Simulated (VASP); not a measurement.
A run of VASP 6.6.1 is set up as follows.

Contents of INCAR:

```
SYSTEM = Sb
PREC = Accurate
ENCUT = 400
EDIFF = 1E-6
ISMEAR = 0
SIGMA = 0.02
LREAL = .False.
LASPH = .True.
NELM = 120
ALGO = Normal
ISIF = 2
LWAVE = .False.
LCHARG = .False.
LDIPOL = .True.
IDIPOL = 3
DIPOL = 0.5 0.5 0.500
GGA = PE
IVDW = 12
NBANDS = 22
GGA_COMPAT = .False.
NELMDL = -8
```

KPOINTS

```
Automatic mesh
0
Gamma
  9 9 1
  0 0 0
```

The input POSCAR:

```
Sb
1.0
    3.9059377730      0.0000000000      0.0000000000
   -1.9529688865      3.3826413370      0.0000000000
    0.0000000000      0.0000000000     28.0000000000
Sb
2
Direct
    0.3333333333      0.6666666667      0.5305347169
    0.6666666667      0.3333333333      0.4694652831
```

Potentials or basis: VASP PAW PBE potentials, release 64 (Sb_d_GW).

The run is started by

```sh
$ cat potpaw_PBE.64/Sb_d_GW/POTCAR > POTCAR
$ mpirun -np 1 vasp_std > vasp.out
```

What does it give for the band gap on the k mesh?

0.54 eV, indirect (least direct gap 1.84 eV).

What does it give for the dispersion energy per atom?

-0.257 eV.

Estimate the largest force.

0.010 eV/Å.

Forces in eV/Å, atoms in the order of the input:
```
Sb   0.000  0.000  0.010
Sb   0.000  0.000 -0.010
```

Caveat: the cell differs from its parent crystal (biaxial strain -0.040, then relaxed in part); spin-orbit coupling is left out, which moves the levels of the heavy elements.
